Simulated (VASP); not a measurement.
# Co (P6_3/mmc) in VASP: a series of runs

Co is run at these levels: PBE; tasks: single point.

Everything below comes from runs of VASP 6.6.1. Logs are shortened: lines on timing, memory, paths and dates and some standing lists are left out, and cuts for length are marked.

### 1 The cell of the first run

The structure is hexagonal, space group P6_3/mmc (No. 194). Conventional cell: a = 2.458 Å, b = 2.458 Å, c = 3.961 Å, α = 90.00°, β = 90.00°, γ = 120.00°. Within 3.2 Å of Co (site symmetry -6m2) lie 12 Co at 2.44 to 2.46 Å.

### 2 Single point, PBE

The input, INCAR:

```
PREC = Accurate
ENCUT = 600
EDIFF = 1E-6
ISMEAR = -1
SIGMA = 1.0
LREAL = F
LASPH = T
NELM = 120
ALGO = Normal
ISIF = 2
LWAVE = F
LCHARG = T
GGA = PE
LELF = T
LVHAR = T
NBANDS = 16
GGA_COMPAT = F
```

The input, KPOINTS:

```
Automatic mesh
0
Gamma
  15 15 8
```

The input, POSCAR:

```
Co
1.0
    2.4583936733      0.0000000000      0.0000000000
   -1.2291968366      2.1290313736      0.0000000000
    0.0000000000      0.0000000000      3.9606917934
Co
2
Direct
    0.3333333333      0.6666666667      0.2500000000
    0.6666666667      0.3333333333      0.7500000000
```

Potentials or basis: VASP PAW PBE potentials, release 64 (Co).

On the command line:

```console
$ cat potpaw_PBE.64/Co/POTCAR > POTCAR
$ mpirun -np 1 vasp_std > vasp.out
```

OUTCAR:

```text
PREC = Accurate
   ENCUT = 600
   EDIFF = 1E-6
   ISMEAR = -1
   LREAL = F
   LASPH = T
   NELM = 120
   ISIF = 2
   GGA = PE

 ion  position               nearest neighbor table
   1  0.333  0.667  0.250-   2 2.44   2 2.44   2 2.44   2 2.44   2 2.44   2 2.44
   2  0.667  0.333  0.750-   1 2.44   1 2.44   1 2.44   1 2.44   1 2.44   1 2.44

  LATTYP: Found a hexagonal cell.
 ALAT       =     2.4583936733
 C/A-ratio  =     1.6110893208

  Lattice vectors:

 A1 = (   2.4583936733,   0.0000000000,   0.0000000000)
 A2 = (  -1.2291968366,   2.1290313736,   0.0000000000)
 A3 = (   0.0000000000,   0.0000000000,   3.9606917934)

Analysis of symmetry for initial positions (statically):
=====================================================================
 Subroutine PRICEL returns:
 Original cell was already a primitive cell.

 Routine SETGRP: Setting up the symmetry group for a
 hexagonal supercell.

 Subroutine GETGRP returns: Found 24 space group operations
 (whereof 12 operations were pure point group operations)
 out of a pool of 24 trial point group operations.

The static configuration has the point symmetry D_3d.
 The point group associated with its full space group is D_6h.

Analysis of symmetry for dynamics (positions and initial velocities):
=====================================================================
 Subroutine PRICEL returns:
 Original cell was already a primitive cell.

 Routine SETGRP: Setting up the symmetry group for a
 hexagonal supercell.

 Subroutine GETGRP returns: Found 24 space group operations
 (whereof 12 operations were pure point group operations)
 out of a pool of 24 trial point group operations.

The dynamic configuration has the point symmetry D_3d.
 The point group associated with its full space group is D_6h.

 Subroutine INISYM returns: Found 24 space group operations
 (whereof 12 operations are pure point group operations),
 and found     1 'primitive' translations

----------------------------------------------------------------------------------------

                                     Primitive cell

  volume of cell :      20.7302

  direct lattice vectors                    reciprocal lattice vectors
     2.458393673  0.000000000  0.000000000     0.406769677  0.234848582  0.000000000
    -1.229196837  2.129031374  0.000000000     0.000000000  0.469697165  0.000000000
     0.000000000  0.000000000  3.960691793     0.000000000  0.000000000  0.252481145

  length of vectors
     2.458393673  2.458393673  3.960691793     0.469697165  0.469697165  0.252481145

  position of ions in fractional coordinates (direct lattice)
     0.333333333  0.666666667  0.250000000
     0.666666667  0.333333333  0.750000000

  ion indices of the primitive-cell ions
   primitive index   ion index
                 1           1
                 2           2

----------------------------------------------------------------------------------------

 KPOINTS: Automatic mesh

Automatic generation of k-mesh.
 Grid dimensions read from file:
 generate k-points for:   15   15    8

 Generating k-lattice:

  Cartesian coordinates                     Fractional coordinates (reciprocal lattice)
     0.027117978  0.015656572  0.000000000     0.066666667  0.000000000  0.000000000
     0.000000000  0.031313144  0.000000000     0.000000000  0.066666667  0.000000000
     0.000000000  0.000000000  0.031560143     0.000000000  0.000000000  0.125000000

  Length of vectors
     0.031313144  0.031313144  0.031560143

  Shift w.r.t. Gamma in fractional coordinates (k-lattice)
     0.000000000  0.000000000  0.000000000

 Subroutine IBZKPT returns following result:
 ===========================================

 Found    135 irreducible k-points:

 Following reciprocal coordinates:
            Coordinates               Weight
  0.000000  0.000000  0.000000      1.000000
  0.066667 -0.000000  0.000000      6.000000
  0.133333 -0.000000  0.000000      6.000000
  0.200000 -0.000000  0.000000      6.000000
  0.266667 -0.000000  0.000000      6.000000
  0.333333 -0.000000  0.000000      6.000000
[... 16 lines left out ...]
  0.333333  0.200000  0.000000     12.000000
  0.400000  0.200000  0.000000      6.000000
 [... further k-points ...]
   k-points           NKPTS =    135   k-points in BZ     NKDIM =    135   number of bands    NBANDS=     16
   number of dos      NEDOS =    301   number of ions     NIONS =      2
   total plane-waves  NPLWV =  12800
   dimension x,y,z NGX =    20 NGY =   20 NGZ =   32
   dimension x,y,z NGXF=    40 NGYF=   40 NGZF=   64
   ions per type =               2
   NGX,Y,Z   is equivalent  to a cutoff of  13.52, 13.52, 13.43 a.u.
   NGXF,Y,Z  is equivalent  to a cutoff of  27.05, 27.05, 26.86 a.u.
 SYSTEM =  unknown system
   PREC   = accura    normal or accurate (medium, high low for compatibility)
   ISTART =      0    job   : 0-new  1-cont  2-samecut
   ICHARG =      2    charge: 1-file 2-atom 10-const
   ISPIN  =      1    spin polarized calculation?
   LNONCOLLINEAR =      F non collinear calculations
   LSORBIT =      F    spin-orbit coupling
   LASPH  =      T    aspherical Exc in radial PAW
   ENCUT  =  600.0 eV  44.10 Ry    6.64 a.u.   4.91  4.91  7.91*2*pi/ulx,y,z
   NELM   =    120;   NELMIN=  2; NELMDL= -5     # of ELM steps
   EDIFF  = 0.1E-05   stopping-criterion for ELM
   LREAL  =      F    real-space projection
   EDIFFG = 0.1E-04   stopping-criterion for IOM
   NSW    =      0    number of steps for IOM
   IBRION =     -1    ionic relax: 0-MD 1-quasi-New 2-CG
   NFREE  =      0    steps in history (QN), initial steepest desc. (CG)
   ISIF   =      2    stress and relaxation
   ISYM   =      2    0-nonsym 1-usesym 2-fastsym
   POTIM  = 0.5000    time-step for ionic-motion
   TEBEG  =    0.0;   TEEND  =   0.0 temperature during run
   PSTRESS=    0.0 pullay stress
   NELECT =      18.0000    total number of electrons
   NUPDOWN=      -1.0000    fix difference up-down
   EMIN   =  10.00;   EMAX   =-10.00  energy-range for DOS
   EFERMI =   0.00;   METHOD = LEGACY
   ISMEAR =    -1;   SIGMA  =   1.00  broadening in eV -4-tet -1-fermi 0-gaus
   EFERMI_NEDOS =   21; number of points for ismear=-14 and -15
   IALGO  =     38    algorithm
   IMIX   =      4    mixing-type and parameters
     AMIX     =   0.40;   BMIX     =  1.00
     AMIX_MAG =   1.60;   BMIX_MAG =  1.00
  volume/ion in A,a.u.               =      10.37        69.95
  Fermi-wavevector in a.u.,A,eV,Ry     =   1.561819  2.951411 33.188418  2.439280
  Thomas-Fermi vector in A             =   2.664829
   LORBIT       =      0    0 simple, 1 ext, 2 COOP (PROOUT), +10 PAW based schemes
   GGA     = PE    functional components
   LHFCALC =     F    Hartree Fock is set to
   AEXX    =    0.0000 exact exchange contribution
   IVDW    =     0    specifies the selected vdW correction
   LEPSILON=     F    determine dielectric tensor
   LRPA    =     F    only Hartree local field effects (RPA)
 non-spin polarized calculation
  energy-cutoff  :      600.00
  volume of cell :       20.73
 maximum number of plane-waves:       708
 NGX is ok and might be reduce to    20
   NGX =  9   NGY =  9   NGZ = 15

 number of electron      18.0000001 magnetization

 Free energy of the ion-electron system (eV)
  ---------------------------------------------------
  ext. energy  EPLUGINS =         0.00000000
  ---------------------------------------------------
  free energy    TOTEN  =       -18.72201185 eV

  energy without entropy =      -10.55630784  energy(sigma->0) =      -14.63915985

 E-fermi :  11.4013     XC(G=0): -13.6899

 val. band max:       11.4003711587   @ k =   0.2000   0.0667   0.5000
 cond. band min:      11.4027320067   @ k =   0.0667  -0.0000   0.2500
 fundamental gap:      0.0023608480
 Fermi energy:        11.4013479628

 k-point     1 :       0.0000    0.0000    0.0000
  band No.  band energies     occupation
      1       1.7463      1.99987
      2       6.0907      1.99017
      3       9.1288      1.81316
      4       9.1288      1.81316
      5       9.1295      1.81303
      6       9.4993      1.74025
[... 8 lines left out ...]
     15      36.4223      0.00000
     16      36.4280      0.00000

 k-point     2 :       0.0667   -0.0000    0.0000
  band No.  band energies     occupation
      1       1.9080      1.99985
      2       6.1955      1.98909
      3       8.9183      1.84589
      4       9.2104      1.79887
      5       9.3103      1.78007
      6       9.4572      1.74962
[... 8 lines left out ...]
     15      34.2807      0.00000
     16      34.7252      0.00000

 k-point     3 :       0.1333   -0.0000    0.0000
  band No.  band energies     occupation
      1       2.3826      1.99976
      2       6.4795      1.98553
      3       8.6572      1.87917
      4       9.0488      1.82627
      5       9.3082      1.78046
      6       9.4467      1.75190
[... 8 lines left out ...]
     15      32.6852      0.00000
     16      33.3339      0.00000

 k-point     4 :       0.2000   -0.0000    0.0000
  band No.  band energies     occupation
      1       3.1359      1.99949
      2       6.8333      1.97946
      3       8.3432      1.91027
      4       8.3936      1.90584
      5       9.1663      1.80671
      6       9.5090      1.73805
[... 8 lines left out ...]
     15      30.8134      0.00000
     16      32.6289      0.00000
[... 324 lines left out ...]
 k-point    22 :       0.2667    0.2000    0.0000
  band No.  band energies     occupation
      1       6.3185      1.98767
      2       7.2044      1.97036
      3       7.3545      1.96565
      4       7.7159      1.95105
      5       8.7375      1.86972
      6       9.2837      1.78521
[... 8 lines left out ...]
     15      22.2440      0.00004
     16      28.1253      0.00000

 k-point    23 :       0.3333    0.2000    0.0000
  band No.  band energies     occupation
      1       6.8726      1.97864
      2       7.0864      1.97362
      3       7.1907      1.97076
      4       7.9155      1.94056
      5       8.7307      1.87055
      6       9.0915      1.81937
[... 8 lines left out ...]
     15      22.4272      0.00003
     16      26.1171      0.00000

 k-point    24 :       0.4000    0.2000    0.0000
  band No.  band energies     occupation
      1       7.0279      1.97510
      2       7.0472      1.97462
      3       7.1252      1.97259
      4       8.0436      1.93271
      5       8.7605      1.86689
      6       8.9910      1.83523
[... 8 lines left out ...]
     15      22.9079      0.00002
     16      24.9054      0.00000

 [... further k-points ...]
[... 5 lines left out ...]
  --------------------------------------------------------------------------------------
  -------------------------------------------------------------------------------------
  Total        3.9720812      3.9720812      4.4618076      0.0000000     -0.0000000      0.0000000
  in kB      306.9899496    306.9899496    344.8394034      0.0000000     -0.0000000      0.0000000
  external PRESSURE =     319.6064342 kB  Pullay stress =       0.0000000 kB

 VOLUME and BASIS-vectors are now :
 -----------------------------------------------------------------------------
  energy-cutoff  :      600.00
  volume of cell :       20.73
      direct lattice vectors                 reciprocal lattice vectors
     2.458393673  0.000000000  0.000000000     0.406769677  0.234848582  0.000000000
    -1.229196837  2.129031374  0.000000000     0.000000000  0.469697165  0.000000000
     0.000000000  0.000000000  3.960691793     0.000000000  0.000000000  0.252481145

 POSITION                                       TOTAL-FORCE (eV/Angst)
 -----------------------------------------------------------------------------------
     -0.00000      1.41935      0.99017         0.000000     -0.000000      0.000000
      1.22920      0.70968      2.97052        -0.000000      0.000000      0.000000
 -----------------------------------------------------------------------------------
    total drift:                               -0.000000     -0.000000     -0.000000

  FREE ENERGIE OF THE ION-ELECTRON SYSTEM (eV)
  ---------------------------------------------------
  free  energy   TOTEN  =       -18.7220118523 eV

  energy  without entropy=      -10.5563078437  energy(sigma->0) =      -14.63915985
```

Run time: 36 s. Hardware: 1 thread of AMD EPYC 9R45 (Zen 5), shared host; peak memory 0.13 GiB.

What came out:

```
Free energy            : -18.7220 eV
Pressure               : 32.0 GPa
Band gap on the k mesh : zero (band 9 reaches 11.42 eV, above the bottom of band 10 at 9.83 eV)
```

Levels at points of the mesh, in eV from the Fermi level:
```
           k point  band 7  band 8  band 9  band 10  band 11  band 12  band 13  band 14
(0.00, 0.00, 0.00)   -1.90   -1.51   -1.51    -0.56    -0.25    -0.25     6.87    21.69
(0.00, 0.00, 0.50)   -2.35   -2.35   -0.60    -0.60    -0.60    -0.60    15.39    15.39
```

Caveat: the run has no spin polarisation, though such a crystal can be magnetic. Spin polarisation is off, so any magnetic state and its effect on volume and gap are missing.

### 3 Single point, PBE

The input, INCAR:

```
  ALGO = Normal
  EDIFF = 1E-6
  ENCUT = 600
  GGA = PE
  GGA_COMPAT = False
  ISIF = 2
  ISMEAR = 1
  LASPH = True
  LCHARG = False
  LREAL = False
  LWAVE = False
  NBANDS = 16
  NELM = 120
  PREC = Accurate
  SIGMA = 0.01
```

The input, KPOINTS:

```
k-points
0
Gamma
  15 15 8
```

POSCAR is that of step 2.

Potentials or basis: VASP PAW PBE potentials, release 64 (Co).

On the command line:

```console
$ cat potpaw_PBE.64/Co/POTCAR > POTCAR
$ mpirun -np 1 vasp_std > vasp.out
```

Wall time 31 s (1 thread of AMD EPYC 9R45 (Zen 5), shared host); peak memory 0.14 GiB.

It converged, with:

- Free energy: -13.6385 eV
- Pressure: -2.0 GPa
- Band gap on the k mesh: zero (band 9 reaches 11.21 eV, above the bottom of band 10 at 9.66 eV)

Stress tensor (GPa, compression positive):
```
-1.93  0.00  0.00
 0.00 -1.93  0.00
 0.00  0.00 -2.07
```

Levels at points of the mesh, in eV from the Fermi level:
| k point | band 6 | band 7 | band 8 | band 9 | band 10 | band 11 | band 12 | band 13 |
| --- | --- | --- | --- | --- | --- | --- | --- | --- |
| (0.00, 0.00, 0.00) | -1.52 | -1.52 | -1.16 | -1.16 | -0.04 | 0.09 | 0.09 | 7.30 |
| (0.00, 0.00, 0.50) | -1.96 | -1.96 | -1.96 | -0.25 | -0.25 | -0.25 | -0.25 | 15.87 |

Caveat: the run has no spin polarisation, though such a crystal can be magnetic. Spin polarisation is off, so any magnetic state and its effect on volume and gap are missing.

(Part 1 of 2 ends here.)
